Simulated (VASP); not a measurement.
# SiGe5 (P3m1) in VASP: single point with PBE

Aim: the single point of SiGe5 with PBE.

All numbers are computed with VASP 6.6.1; they aren't measurements. Logs are shortened: lines on timing, memory, paths and dates and some standing lists are left out, and cuts for length are marked.

### 1 The cell of the first run

Symmetry: P3m1, No. 156, trigonal system. The conventional cell has a = 4.035 Å, b = 4.035 Å, c = 9.880 Å, α = 90.00°, β = 90.00°, γ = 120.00°. Si (site symmetry 3m) has 4 Ge at 2.43 to 2.46 Å within 3.2 Å. Ge (site symmetry 3m) has 4 Ge at 2.48 to 2.49 Å within 3.3 Å. Within 3.3 Å of Ge (site symmetry 3m) lie 4 Ge at 2.48 to 2.49 Å. Within 3.2 Å of Ge (site symmetry 3m) lie 1 Si at 2.43 Å and 3 Ge at 2.48 Å. Ge (site symmetry 3m) has 4 Ge at 2.48 to 2.50 Å within 3.3 Å. Within 3.2 Å of Ge (site symmetry 3m) lie 3 Si at 2.46 Å and 1 Ge at 2.50 Å.

### 2 Single point, PBE

Input file INCAR:

```
SYSTEM = SiGe5
  PREC = Accurate
  ENCUT = 520
  EDIFF = 1E-7
  ISMEAR = 0
  SIGMA = 0.01
  LREAL = .False.
  LASPH = .True.
  NELM = 80
  ALGO = Normal
  ISIF = 2
  LWAVE = .False.
  LCHARG = .False.
  GGA = PE
  NBANDS = 46
```

Input file KPOINTS:

```
regular mesh
0
Gamma
  12 12 4
  0 0 0
```

Input file POSCAR:

```
SiGe5
1.0
    4.0345506298      0.0000000000      0.0000000000
   -2.0172753149      3.4940233383      0.0000000000
    0.0000000000      0.0000000000      9.8804324978
Si Ge
1 5
Direct
    0.0000000000      0.0000000000      1.0001505839
    0.6666666667      0.3333333333      0.3313752346
    0.6666666667      0.3333333333      0.5831723741
    0.0000000000      0.0000000000      0.2456474445
    0.3333333333      0.6666666667      0.6685007501
    0.3333333333      0.6666666667      0.9211536127
```

Potentials or basis: VASP PAW PBE potentials, release 64 (Si, Ge_d).

Command:

```bash
$ cat potpaw_PBE.64/Si/POTCAR potpaw_PBE.64/Ge_d/POTCAR > POTCAR
$ mpirun -np 1 vasp_std > vasp.out
```

OUTCAR:

```text
SYSTEM = SiGe5
   PREC = Accurate
   ENCUT = 520
   EDIFF = 1E-7
   ISMEAR = 0
   LREAL = .False.
   LASPH = .True.
   NELM = 80
   ISIF = 2
   GGA = PE

 ion  position               nearest neighbor table
   1  0.000  0.000  0.000-   4 2.43   6 2.46   6 2.46   6 2.46
   2  0.667  0.333  0.331-   4 2.48   4 2.48   4 2.48   3 2.49
   3  0.667  0.333  0.583-   5 2.48   5 2.48   5 2.48   2 2.49
   4  0.000  0.000  0.246-   1 2.43   2 2.48   2 2.48   2 2.48
   5  0.333  0.667  0.669-   3 2.48   3 2.48   3 2.48   6 2.50
   6  0.333  0.667  0.921-   1 2.46   1 2.46   1 2.46   5 2.50

  LATTYP: Found a hexagonal cell.
 ALAT       =     4.0345506298
 C/A-ratio  =     2.4489548910

  Lattice vectors:

 A1 = (   4.0345506298,   0.0000000000,   0.0000000000)
 A2 = (  -2.0172753149,   3.4940233383,   0.0000000000)
 A3 = (   0.0000000000,   0.0000000000,   9.8804324978)

Analysis of symmetry for initial positions (statically):
=====================================================================
 Subroutine PRICEL returns:
 Original cell was already a primitive cell.

 Routine SETGRP: Setting up the symmetry group for a
 hexagonal supercell.

 Subroutine GETGRP returns: Found  6 space group operations
 (whereof  6 operations were pure point group operations)
 out of a pool of 24 trial point group operations.

The static configuration has the point symmetry C_3v.

Analysis of symmetry for dynamics (positions and initial velocities):
=====================================================================
 Subroutine PRICEL returns:
 Original cell was already a primitive cell.

 Routine SETGRP: Setting up the symmetry group for a
 hexagonal supercell.

 Subroutine GETGRP returns: Found  6 space group operations
 (whereof  6 operations were pure point group operations)
 out of a pool of 24 trial point group operations.

The dynamic configuration has the point symmetry C_3v.

 Subroutine INISYM returns: Found  6 space group operations
 (whereof  6 operations are pure point group operations),
 and found     1 'primitive' translations

----------------------------------------------------------------------------------------

                                     Primitive cell

  volume of cell :     139.2826

  direct lattice vectors                    reciprocal lattice vectors
     4.034550630  0.000000000  0.000000000     0.247859078  0.143101506  0.000000000
    -2.017275315  3.494023338  0.000000000     0.000000000  0.286203011  0.000000000
     0.000000000  0.000000000  9.880432498     0.000000000  0.000000000  0.101210144

  length of vectors
     4.034550630  4.034550630  9.880432498     0.286203011  0.286203011  0.101210144

  position of ions in fractional coordinates (direct lattice)
     0.000000000  0.000000000  0.000150584
     0.666666667  0.333333333  0.331375235
     0.666666667  0.333333333  0.583172374
     0.000000000  0.000000000  0.245647445
     0.333333333  0.666666667  0.668500750
     0.333333333  0.666666667  0.921153613

  ion indices of the primitive-cell ions
   primitive index   ion index
                 1           1
                 2           2
                 3           3
                 4           4
                 5           5
                 6           6

----------------------------------------------------------------------------------------

 KPOINTS: regular mesh

Automatic generation of k-mesh.
 Grid dimensions read from file:
 generate k-points for:   12   12    4

 Generating k-lattice:

  Cartesian coordinates                     Fractional coordinates (reciprocal lattice)
     0.020654923  0.011925125  0.000000000     0.083333333  0.000000000  0.000000000
     0.000000000  0.023850251  0.000000000     0.000000000  0.083333333  0.000000000
     0.000000000  0.000000000  0.025302536     0.000000000  0.000000000  0.250000000

  Length of vectors
     0.023850251  0.023850251  0.025302536

  Shift w.r.t. Gamma in fractional coordinates (k-lattice)
     0.000000000  0.000000000  0.000000000

 Subroutine IBZKPT returns following result:
 ===========================================

 Found     69 irreducible k-points:

 Following reciprocal coordinates:
            Coordinates               Weight
  0.000000  0.000000  0.000000      1.000000
  0.083333  0.000000  0.000000      6.000000
  0.166667  0.000000  0.000000      6.000000
  0.250000  0.000000  0.000000      6.000000
  0.333333  0.000000  0.000000      6.000000
  0.416667  0.000000  0.000000      6.000000
[... 16 lines left out ...]
  0.166667  0.000000  0.250000      6.000000
  0.000000  0.166667  0.250000      6.000000
 [... further k-points ...]
   k-points           NKPTS =     69   k-points in BZ     NKDIM =     69   number of bands    NBANDS=     46
   number of dos      NEDOS =    301   number of ions     NIONS =      6
   total plane-waves  NPLWV =  72000
   dimension x,y,z NGX =    30 NGY =   30 NGZ =   80
   dimension x,y,z NGXF=    60 NGYF=   60 NGZF=  160
   ions per type =               1   5
   NGX,Y,Z   is equivalent  to a cutoff of  12.36, 12.36, 13.46 a.u.
   NGXF,Y,Z  is equivalent  to a cutoff of  24.72, 24.72, 26.92 a.u.
 SYSTEM =  SiGe5
   PREC   = accura    normal or accurate (medium, high low for compatibility)
   ISTART =      0    job   : 0-new  1-cont  2-samecut
   ICHARG =      2    charge: 1-file 2-atom 10-const
   ISPIN  =      1    spin polarized calculation?
   LNONCOLLINEAR =      F non collinear calculations
   LSORBIT =      F    spin-orbit coupling
   LASPH  =      T    aspherical Exc in radial PAW
   ENCUT  =  520.0 eV  38.22 Ry    6.18 a.u.   7.50  7.50 18.37*2*pi/ulx,y,z
   NELM   =     80;   NELMIN=  2; NELMDL= -5     # of ELM steps
   EDIFF  = 0.1E-06   stopping-criterion for ELM
   LREAL  =      F    real-space projection
   EDIFFG = 0.1E-05   stopping-criterion for IOM
   NSW    =      0    number of steps for IOM
   IBRION =     -1    ionic relax: 0-MD 1-quasi-New 2-CG
   NFREE  =      0    steps in history (QN), initial steepest desc. (CG)
   ISIF   =      2    stress and relaxation
   ISYM   =      2    0-nonsym 1-usesym 2-fastsym
   POTIM  = 0.5000    time-step for ionic-motion
   TEBEG  =    0.0;   TEEND  =   0.0 temperature during run
   PSTRESS=    0.0 pullay stress
   NELECT =      74.0000    total number of electrons
   NUPDOWN=      -1.0000    fix difference up-down
   EMIN   =  10.00;   EMAX   =-10.00  energy-range for DOS
   EFERMI =   0.00;   METHOD = LEGACY
   ISMEAR =     0;   SIGMA  =   0.01  broadening in eV -4-tet -1-fermi 0-gaus
   EFERMI_NEDOS =   21; number of points for ismear=-14 and -15
   IALGO  =     38    algorithm
   IMIX   =      4    mixing-type and parameters
     AMIX     =   0.40;   BMIX     =  1.00
     AMIX_MAG =   1.60;   BMIX_MAG =  1.00
  volume/ion in A,a.u.               =      23.21       156.65
  Fermi-wavevector in a.u.,A,eV,Ry     =   1.325927  2.505640 23.920180  1.758084
  Thomas-Fermi vector in A             =   2.455352
   LORBIT       =      0    0 simple, 1 ext, 2 COOP (PROOUT), +10 PAW based schemes
   GGA     = PE    functional components
   LHFCALC =     F    Hartree Fock is set to
   AEXX    =    0.0000 exact exchange contribution
   IVDW    =     0    specifies the selected vdW correction
   LEPSILON=     F    determine dielectric tensor
   LRPA    =     F    only Hartree local field effects (RPA)
 non-spin polarized calculation
 Gauss-broadening in eV      SIGMA  =   0.01
  energy-cutoff  :      520.00
  volume of cell :      139.28
 maximum number of plane-waves:      3789
 NGX is ok and might be reduce to    30
   NGX = 15   NGY = 15   NGZ = 37

 number of electron      74.0000016 magnetization

 Free energy of the ion-electron system (eV)
  ---------------------------------------------------
  ext. energy  EPLUGINS =         0.00000000
  ---------------------------------------------------
  free energy    TOTEN  =       -27.93988678 eV

  energy without entropy =      -27.93988673  energy(sigma->0) =      -27.93988676

 E-fermi :   4.7419     XC(G=0):  -9.6458

 val. band max:        4.7159178813   @ k =   0.0000   0.0000   0.0000
 cond. band min:       4.7665365835   @ k =   0.0000   0.0000   0.0000
 fundamental gap:      0.0506187022
 Fermi energy:         4.7418660044

 k-point     1 :       0.0000    0.0000    0.0000
  band No.  band energies     occupation
      1     -19.9912      2.00000
      2     -19.9912      2.00000
      3     -19.9743      2.00000
      4     -19.9692      2.00000
      5     -19.9692      2.00000
      6     -19.9615      2.00000
[... 38 lines left out ...]
     45       8.2216      0.00000
     46       8.5680      0.00000

 k-point     2 :       0.0833    0.0000    0.0000
  band No.  band energies     occupation
      1     -19.9953      2.00000
      2     -19.9927      2.00000
      3     -19.9751      2.00000
      4     -19.9706      2.00000
      5     -19.9689      2.00000
      6     -19.9581      2.00000
[... 38 lines left out ...]
     45       8.3395      0.00000
     46       8.5661      0.00000

 k-point     3 :       0.1667    0.0000    0.0000
  band No.  band energies     occupation
      1     -20.0015      2.00000
      2     -19.9960      2.00000
      3     -19.9793      2.00000
      4     -19.9741      2.00000
      5     -19.9672      2.00000
      6     -19.9507      2.00000
[... 38 lines left out ...]
     45       8.8105      0.00000
     46       8.8174      0.00000

 k-point     4 :       0.2500    0.0000    0.0000
  band No.  band energies     occupation
      1     -20.0054      2.00000
      2     -19.9990      2.00000
      3     -19.9839      2.00000
      4     -19.9780      2.00000
      5     -19.9638      2.00000
      6     -19.9440      2.00000
[... 920 lines left out ...]
     45       8.1771      0.00000
     46       8.4895      0.00000

 k-point    23 :       0.1667    0.0000    0.2500
  band No.  band energies     occupation
      1     -20.0016      2.00000
      2     -19.9959      2.00000
      3     -19.9789      2.00000
      4     -19.9742      2.00000
      5     -19.9678      2.00000
      6     -19.9506      2.00000
[... 38 lines left out ...]
     45       8.9887      0.00000
     46       9.0776      0.00000

 k-point    24 :       0.0000    0.1667    0.2500
  band No.  band energies     occupation
      1     -20.0016      2.00000
      2     -19.9959      2.00000
      3     -19.9792      2.00000
      4     -19.9743      2.00000
      5     -19.9673      2.00000
      6     -19.9508      2.00000
[... 38 lines left out ...]
     45       8.7854      0.00000
     46       8.8534      0.00000

 [... further k-points ...]
[... 5 lines left out ...]
  --------------------------------------------------------------------------------------
  -------------------------------------------------------------------------------------
  Total       -0.0996474     -0.0996474     -0.0509039      0.0000000      0.0000000      0.0000000
  in kB       -1.1462512     -1.1462512     -0.5855512      0.0000000      0.0000000      0.0000000
  external PRESSURE =      -0.9593512 kB  Pullay stress =       0.0000000 kB

 VOLUME and BASIS-vectors are now :
 -----------------------------------------------------------------------------
  energy-cutoff  :      520.00
  volume of cell :      139.28
      direct lattice vectors                 reciprocal lattice vectors
     4.034550630  0.000000000  0.000000000     0.247859078  0.143101506  0.000000000
    -2.017275315  3.494023338  0.000000000     0.000000000  0.286203011  0.000000000
     0.000000000  0.000000000  9.880432498     0.000000000  0.000000000  0.101210144

 POSITION                                       TOTAL-FORCE (eV/Angst)
 -----------------------------------------------------------------------------------
      0.00000      0.00000      0.00149        -0.000000      0.000000     -0.003603
      2.01728      1.16467      3.27413         0.000000     -0.000000     -0.002861
      2.01728      1.16467      5.76200         0.000000     -0.000000      0.002233
      0.00000      0.00000      2.42710         0.000000     -0.000000      0.000346
     -0.00000      2.32935      6.60508         0.000000     -0.000000     -0.002186
     -0.00000      2.32935      9.10140         0.000000      0.000000      0.006071
 -----------------------------------------------------------------------------------
    total drift:                               -0.000001      0.000001     -0.001337

  FREE ENERGIE OF THE ION-ELECTRON SYSTEM (eV)
  ---------------------------------------------------
  free  energy   TOTEN  =       -27.9398867786 eV

  energy  without entropy=      -27.9398867330  energy(sigma->0) =      -27.93988676
```

It took 9.1 min on 1 thread of Oxide Virtual Turin-like, shared host; peak memory 0.42 GiB.

What came out:

```
Free energy            : -27.9399 eV
Pressure               : -0.1 GPa
Largest force          : 0.006 eV/Å
Band gap on the k mesh : 0.05 eV, direct
```

Forces on the atoms (eV/Å):
```
Si   0.000  0.000 -0.004
Ge   0.000  0.000 -0.003
Ge   0.000  0.000  0.002
Ge   0.000  0.000  0.000
Ge   0.000  0.000 -0.002
Ge   0.000  0.000  0.006
```

Levels at points of the mesh, in eV from the valence-band top:
```
           k point  band 35  band 36  band 37  band 38  band 39  band 40
(0.00, 0.00, 0.00)    -0.05     0.00     0.00     0.05     0.48     0.53
(0.50, 0.00, 0.00)    -2.90    -1.93    -1.80     0.71     0.82     1.60
(0.00, 0.00, 0.50)    -0.59    -0.40    -0.40     0.24     0.98     1.02
(0.50, 0.00, 0.50)    -2.53    -1.34    -1.33     0.23     0.92     1.22
```
